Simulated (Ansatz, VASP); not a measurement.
# Al2O3 in VASP and in Ansatz

INCAR

```
SYSTEM = Al2O3
  PREC = Accurate
  ENCUT = 600
  EDIFF = 1E-7
  ISMEAR = 0
  SIGMA = 0.01
  LREAL = .False.
  LASPH = .True.
  NELM = 100
  ALGO = Normal
  ISIF = 3
  LWAVE = .False.
  LCHARG = .False.
  IBRION = 2
  NSW = 80
  EDIFFG = -0.01
```

Contents of KPOINTS:

```
Automatic mesh
0
Gamma
  12 12 4
  0 0 0
```

File POSCAR:

```
Al2O3
1.0
    3.0174800000      0.0000000000      0.0000000000
   -1.5087400000      2.6132200000      0.0000000000
    0.0000000000      0.0000000000      7.5746400000
Al O
2 3
Direct
    0.0000000000      0.0000000000      0.2779500000
    0.0000000000      0.0000000000      0.7220500000
    0.3333333333      0.6666666667      0.1994500000
    0.6666666667      0.3333333333      0.8005500000
    0.0000000000      0.0000000000      0.5000000000
```

Input for Ansatz:

```yaml
crystal:
  lattice:
    - [3.01748, 0.0, 0.0]
    - [-1.50874, 2.61322, 0.0]
    - [0.0, 0.0, 7.57464]
  atoms:
    - { symbol: Al, position: [0.0, 0.0, 0.27795] }
    - { symbol: Al, position: [0.0, 0.0, 0.72205] }
    - { symbol: O, position: [0.3333333333333333, 0.6666666666666666, 0.19945] }
    - { symbol: O, position: [0.6666666666666666, 0.3333333333333333, 0.80055] }
    - { symbol: O, position: [0.0, 0.0, 0.5] }
kpoints:
  mp_grid:
    grid: [12, 12, 4]
hamiltonian:
  xc: lda
  dispersion: none
scf:
  occupations:
    method: gaussian
    width: 0.01
relax:
  cell: {}
```

Alike in both runs: task relaxation of cell and atoms; functional LDA; k mesh 12 × 12 × 4; occupations gaussian, width 0.01 eV; no spin polarisation.

|  | VASP | Ansatz |
| --- | --- | --- |
| version | VASP 6.6.1 | Ansatz 0.2.0 |
| potentials or method | VASP PAW LDA potentials, release 64 (Al, O) | plane waves, PAW |
| plane-wave cutoff (eV) | 600 | 420 |
| valence electrons in the cell | 24 | 24 |

|  | VASP | Ansatz | Ansatz less VASP |
| --- | --- | --- | --- |
| relaxed volume (Å³/atom) | 11.08 | 11.18 | +0.096 |
| relaxed cell length with the largest relative difference (Å) | 7.280 | 7.354 | +0.0733 |

LDA's correlation is that of Perdew and Zunger in VASP and of Perdew and Wang (1992) in Ansatz.
